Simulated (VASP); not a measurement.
# Au (Fm-3m) in VASP: notebook

Au is run at these levels: RPBE, LDA, PBE, PBEsol; tasks: single point.

Program: VASP 6.6.1. These are calculated values, not measurements. Logs are shortened: lines on timing, memory, paths and dates and some standing lists are left out, and cuts for length are marked.

## 1. The cell of the first run

The structure is cubic, space group Fm-3m (No. 225). The conventional cell has a = 4.197 Å, b = 4.197 Å, c = 4.197 Å, α = 90.00°, β = 90.00°, γ = 90.00°. Au (site symmetry m-3m) has 12 Au at 2.97 Å within 3.9 Å.

## 2. Single point, RPBE

INCAR

```
PREC     = Accurate       # precision mode
ENCUT    = 520            # plane-wave cutoff, eV
EDIFF    = 1E-7           # SCF threshold, eV
ISMEAR   = -1             # smearing method
SIGMA    = 0.05           # smearing width, eV
LREAL    = False          # projectors in reciprocal space
LASPH    = True           # aspherical terms in the spheres
NELM     = 100            # most SCF steps
ALGO     = Normal         # electronic algorithm
ISIF     = 2              # what is computed and relaxed
LWAVE    = False          # write WAVECAR
LCHARG   = False          # write CHGCAR
GGA      = RP             # functional
NBANDS   = 12             # bands
```

KPOINTS

```
Automatic mesh
0
Gamma
  11 11 11
```

POSCAR

```
Au
1.0
    0.0000000000      2.0986668978      2.0986668978
    2.0986668978      0.0000000000      2.0986668978
    2.0986668978      2.0986668978      0.0000000000
Au
1
Direct
    0.0000000000      0.0000000000      0.0000000000
```

Potentials or basis: VASP PAW PBE potentials, release 64 (Au).

Launch:

```console
$ cat potpaw_PBE.64/Au/POTCAR > POTCAR
$ mpirun -np 1 vasp_std > vasp.out
```

OUTCAR:

```text
PREC = Accurate
   ENCUT = 520
   EDIFF = 1E-7
   ISMEAR = -1
   LREAL = False
   LASPH = True
   NELM = 100
   ISIF = 2
   GGA = RP

 ion  position               nearest neighbor table
   1  0.000  0.000  0.000-

  LATTYP: Found a face centered cubic cell.
 ALAT       =     4.1973337956

  Lattice vectors:

 A1 = (   0.0000000000,   2.0986668978,   2.0986668978)
 A2 = (   2.0986668978,   0.0000000000,   2.0986668978)
 A3 = (   2.0986668978,   2.0986668978,   0.0000000000)

Analysis of symmetry for initial positions (statically):
=====================================================================
 Subroutine PRICEL returns:
 Original cell was already a primitive cell.

 Routine SETGRP: Setting up the symmetry group for a
 face centered cubic supercell.

 Subroutine GETGRP returns: Found 48 space group operations
[... 9 lines left out ...]

 Routine SETGRP: Setting up the symmetry group for a
 face centered cubic supercell.

 Subroutine GETGRP returns: Found 48 space group operations
[... 11 lines left out ...]
                                     Primitive cell

  volume of cell :      18.4867

  direct lattice vectors                    reciprocal lattice vectors
     0.000000000  2.098666898  2.098666898    -0.238246479  0.238246479  0.238246479
     2.098666898  0.000000000  2.098666898     0.238246479 -0.238246479  0.238246479
     2.098666898  2.098666898  0.000000000     0.238246479  0.238246479 -0.238246479

  length of vectors
     2.967963190  2.967963190  2.967963190     0.412655007  0.412655007  0.412655007

  position of ions in fractional coordinates (direct lattice)
     0.000000000  0.000000000  0.000000000

  ion indices of the primitive-cell ions
   primitive index   ion index
                 1           1

----------------------------------------------------------------------------------------

 KPOINTS: Automatic mesh

Automatic generation of k-mesh.
 Grid dimensions read from file:
 generate k-points for:   11   11   11

 Generating k-lattice:

  Cartesian coordinates                     Fractional coordinates (reciprocal lattice)
    -0.021658771  0.021658771  0.021658771     0.090909091  0.000000000  0.000000000
     0.021658771 -0.021658771  0.021658771     0.000000000  0.090909091  0.000000000
     0.021658771  0.021658771 -0.021658771     0.000000000  0.000000000  0.090909091

  Length of vectors
     0.037514092  0.037514092  0.037514092

  Shift w.r.t. Gamma in fractional coordinates (k-lattice)
     0.000000000  0.000000000  0.000000000

 Subroutine IBZKPT returns following result:
 ===========================================

 Found     56 irreducible k-points:

 Following reciprocal coordinates:
            Coordinates               Weight
  0.000000  0.000000  0.000000      1.000000
  0.090909  0.000000  0.000000      8.000000
  0.181818  0.000000  0.000000      8.000000
  0.272727  0.000000  0.000000      8.000000
  0.363636  0.000000  0.000000      8.000000
  0.454545  0.000000  0.000000      8.000000
[... 16 lines left out ...]
 -0.272727  0.181818  0.000000     24.000000
 -0.181818  0.181818  0.000000     12.000000
 [... further k-points ...]
   k-points           NKPTS =     56   k-points in BZ     NKDIM =     56   number of bands    NBANDS=     12
   number of dos      NEDOS =    301   number of ions     NIONS =      1
   total plane-waves  NPLWV =  13824
   dimension x,y,z NGX =    24 NGY =   24 NGZ =   24
   dimension x,y,z NGXF=    48 NGYF=   48 NGZF=   48
   ions per type =               1
   NGX,Y,Z   is equivalent  to a cutoff of  13.44, 13.44, 13.44 a.u.
   NGXF,Y,Z  is equivalent  to a cutoff of  26.89, 26.89, 26.89 a.u.
 SYSTEM =  unknown system
   PREC   = accura    normal or accurate (medium, high low for compatibility)
   ISTART =      0    job   : 0-new  1-cont  2-samecut
   ICHARG =      2    charge: 1-file 2-atom 10-const
   ISPIN  =      1    spin polarized calculation?
   LNONCOLLINEAR =      F non collinear calculations
   LSORBIT =      F    spin-orbit coupling
   LASPH  =      T    aspherical Exc in radial PAW
   ENCUT  =  520.0 eV  38.22 Ry    6.18 a.u.   5.52  5.52  5.52*2*pi/ulx,y,z
   NELM   =    100;   NELMIN=  2; NELMDL= -5     # of ELM steps
   EDIFF  = 0.1E-06   stopping-criterion for ELM
   LREAL  =      F    real-space projection
   EDIFFG = 0.1E-05   stopping-criterion for IOM
   NSW    =      0    number of steps for IOM
   IBRION =     -1    ionic relax: 0-MD 1-quasi-New 2-CG
   NFREE  =      0    steps in history (QN), initial steepest desc. (CG)
   ISIF   =      2    stress and relaxation
   ISYM   =      2    0-nonsym 1-usesym 2-fastsym
   POTIM  = 0.5000    time-step for ionic-motion
   TEBEG  =    0.0;   TEEND  =   0.0 temperature during run
   PSTRESS=    0.0 pullay stress
   NELECT =      11.0000    total number of electrons
   NUPDOWN=      -1.0000    fix difference up-down
   EMIN   =  10.00;   EMAX   =-10.00  energy-range for DOS
[... 5 lines left out ...]
     AMIX     =   0.40;   BMIX     =  1.00
     AMIX_MAG =   1.60;   BMIX_MAG =  1.00
  volume/ion in A,a.u.               =      18.49       124.75
  Fermi-wavevector in a.u.,A,eV,Ry     =   1.376952  2.602062 25.796612  1.895998
  Thomas-Fermi vector in A             =   2.502150
   LORBIT       =      0    0 simple, 1 ext, 2 COOP (PROOUT), +10 PAW based schemes
   GGA     = RP    functional components
   LHFCALC =     F    Hartree Fock is set to
   AEXX    =    0.0000 exact exchange contribution
   IVDW    =     0    specifies the selected vdW correction
   LEPSILON=     F    determine dielectric tensor
   LRPA    =     F    only Hartree local field effects (RPA)
 non-spin polarized calculation
  energy-cutoff  :      520.00
  volume of cell :       18.49
 maximum number of plane-waves:       531
 NGX is ok and might be reduce to    24
   NGX = 11   NGY = 11   NGZ = 11

 number of electron      10.9999999 magnetization

 Free energy of the ion-electron system (eV)
  ---------------------------------------------------
  ext. energy  EPLUGINS =         0.00000000
  ---------------------------------------------------
  free energy    TOTEN  =        -2.64492508 eV

  energy without entropy =       -2.64411795  energy(sigma->0) =       -2.64452152

 E-fermi :   8.4233     XC(G=0): -12.1379

 val. band max:        8.2547735179   @ k =   0.4545   0.3636   0.0000
 cond. band min:       8.5813373505   @ k =  -0.2727   0.2727   0.0000
 fundamental gap:      0.3265638326
 Fermi energy:         8.4233340536

 k-point     1 :       0.0000    0.0000    0.0000
  band No.  band energies     occupation
      1      -0.7020      2.00000
      2       4.0008      2.00000
      3       4.0008      2.00000
      4       4.0008      2.00000
      5       5.3023      2.00000
      6       5.3023      2.00000
      7      22.8761      0.00000
      8      26.4370      0.00000
      9      26.4370      0.00000
     10      26.4370      0.00000
     11      31.0690      0.00000
     12      34.8906      0.00000

 k-point     2 :       0.0909    0.0000    0.0000
  band No.  band energies     occupation
      1      -0.4362      2.00000
      2       3.9266      2.00000
      3       4.0840      2.00000
      4       4.0840      2.00000
      5       5.2697      2.00000
      6       5.2697      2.00000
      7      23.1112      0.00000
      8      24.8125      0.00000
      9      26.7030      0.00000
     10      26.7030      0.00000
     11      31.5401      0.00000
     12      33.5897      0.00000

 k-point     3 :       0.1818    0.0000    0.0000
  band No.  band energies     occupation
      1       0.2963      2.00000
      2       3.8109      2.00000
      3       4.2339      2.00000
      4       4.2339      2.00000
      5       5.2778      2.00000
      6       5.2778      2.00000
      7      21.5005      0.00000
      8      23.8834      0.00000
      9      27.2823      0.00000
     10      27.2823      0.00000
     11      29.6290      0.00000
     12      31.5480      0.00000

 k-point     4 :       0.2727    0.0000    0.0000
  band No.  band energies     occupation
      1       1.1834      2.00000
      2       4.0511      2.00000
      3       4.2231      2.00000
      4       4.2231      2.00000
      5       5.5482      2.00000
      6       5.5482      2.00000
      7      18.0630      0.00000
      8      23.6268      0.00000
      9      27.1262      0.00000
     10      27.1262      0.00000
     11      29.6316      0.00000
     12      30.6117      0.00000

 k-point     5 :       0.3636    0.0000    0.0000
  band No.  band energies     occupation
      1       1.6296      2.00000
      2       4.0873      2.00000
      3       4.0873      2.00000
      4       5.2821      2.00000
      5       5.9836      2.00000
      6       5.9836      2.00000
      7      14.5741      0.00000
      8      22.8711      0.00000
      9      25.8677      0.00000
     10      25.8677      0.00000
     11      31.2589      0.00000
     12      31.2676      0.00000
[... 228 lines left out ...]
      1       2.3383      2.00000
      2       3.6110      2.00000
      3       4.5163      2.00000
      4       4.6965      2.00000
      5       6.2969      2.00000
      6      10.1027      0.00000
      7      11.0918      0.00000
      8      20.4826      0.00000
      9      23.0763      0.00000
     10      23.7676      0.00000
     11      32.7226      0.00000
     12      32.7391      0.00000

 k-point    22 :      -0.3636    0.1818    0.0000
  band No.  band energies     occupation
      1       2.4102      2.00000
      2       3.6804      2.00000
      3       4.4990      2.00000
      4       4.5796      2.00000
      5       5.8886      2.00000
      6       8.6911      0.00941
      7      13.1339      0.00000
      8      19.8734      0.00000
      9      23.8432      0.00000
     10      24.5460      0.00000
     11      31.1301      0.00000
     12      32.7297      0.00000

 k-point    23 :      -0.2727    0.1818    0.0000
  band No.  band energies     occupation
      1       2.3632      2.00000
      2       3.6971      2.00000
      3       4.0395      2.00000
      4       4.5942      2.00000
      5       5.3157      2.00000
      6       7.3156      2.00000
      7      16.2873      0.00000
      8      19.9448      0.00000
      9      24.4571      0.00000
     10      26.6815      0.00000
     11      29.0125      0.00000
     12      32.7277      0.00000

 k-point    24 :      -0.1818    0.1818    0.0000
  band No.  band energies     occupation
      1       1.6960      2.00000
      2       3.4890      2.00000
      3       4.1903      2.00000
      4       4.7607      2.00000
      5       4.7949      2.00000
      6       6.3695      2.00000
      7      19.1674      0.00000
      8      20.9533      0.00000
      9      25.6081      0.00000
     10      27.1727      0.00000
     11      29.0492      0.00000
     12      31.7244      0.00000

 [... further k-points ...]

------------------------ aborting loop because EDIFF is reached ----------------------------------------

  FORCE on cell =-STRESS in cart. coord.  units (eV):
  Direction    XX          YY          ZZ          XY          YZ          ZX
  --------------------------------------------------------------------------------------
  -------------------------------------------------------------------------------------
  Total       -0.0252998     -0.0252998     -0.0252998      0.0000000     -0.0000000     -0.0000000
  in kB       -2.1926407     -2.1926407     -2.1926407      0.0000000     -0.0000000     -0.0000000
  external PRESSURE =      -2.1926407 kB  Pullay stress =       0.0000000 kB

 VOLUME and BASIS-vectors are now :
 -----------------------------------------------------------------------------
  energy-cutoff  :      520.00
  volume of cell :       18.49
      direct lattice vectors                 reciprocal lattice vectors
     0.000000000  2.098666898  2.098666898    -0.238246479  0.238246479  0.238246479
     2.098666898  0.000000000  2.098666898     0.238246479 -0.238246479  0.238246479
     2.098666898  2.098666898  0.000000000     0.238246479  0.238246479 -0.238246479

 POSITION                                       TOTAL-FORCE (eV/Angst)
 -----------------------------------------------------------------------------------
      0.00000      0.00000      0.00000         0.000000     -0.000000     -0.000000
 -----------------------------------------------------------------------------------
    total drift:                               -0.000000      0.000000     -0.000000

  FREE ENERGIE OF THE ION-ELECTRON SYSTEM (eV)
  ---------------------------------------------------
  free  energy   TOTEN  =        -2.6449250814 eV

  energy  without entropy=       -2.6441179533  energy(sigma->0) =       -2.64452152
```

Run time: 5.8 s. Hardware: 1 thread of Intel Xeon Platinum 8488C (Sapphire Rapids), shared host; peak memory 0.15 GiB.

What came out:

* Free energy: -2.6449 eV
* Pressure: -0.2 GPa

Caveat: the PAW data sets were made with another functional, which shifts forces and pressure a little; spin-orbit coupling is left out, which moves the levels of the heavy elements.

## 3. Single point, LDA

This run uses another cell than the first one, of 16.85 Å³/atom, 0.912 times its volume.

INCAR

```
  PREC = Accurate
  ENCUT = 520
  EDIFF = 1E-6
  ISMEAR = -1
  SIGMA = 0.05
  LREAL = False
  LASPH = True
  NELM = 80
  ALGO = Normal
  ISIF = 2
  LWAVE = False
  LCHARG = False
  NBANDS = 12
```

KPOINTS

```
Automatic mesh
0
Gamma
  6 6 6
```

POSCAR

```
Au
1.0
    0.0000000000      2.0350000000      2.0350000000
    2.0350000000      0.0000000000      2.0350000000
    2.0350000000      2.0350000000      0.0000000000
Au
1
Direct
    0.0000000000      0.0000000000      0.0000000000
```

Potentials or basis: VASP PAW LDA potentials, release 64 (Au).

Launch:

```console
$ cat potpaw_LDA.64/Au/POTCAR > POTCAR
$ mpirun -np 1 vasp_std > vasp.out
```

It took 3.3 s on 1 thread of Intel Xeon Platinum 8488C (Sapphire Rapids), shared host; peak memory 0.13 GiB.

Results (log left out):

```
Free energy : -4.3729 eV
Pressure    : -1.2 GPa
```

Levels at points of the mesh, in eV from the Fermi level:
```csv
k point,band 4,band 5,band 6,band 7,band 8,band 9
"(0.00, 0.00, 0.00)",-4.70,-3.13,-3.13,14.53,18.56,18.56
"(0.50, 0.00, 0.00)",-1.90,-1.90,-0.99,3.18,13.99,17.17
"(0.50, 0.50, 0.00)",-1.57,-1.57,1.00,5.90,10.02,10.02
```

Caveat: the k points lie up to 0.45 Å⁻¹ apart; spin-orbit coupling is left out, which moves the levels of the heavy elements.

(Continued in part 2 of 2.)
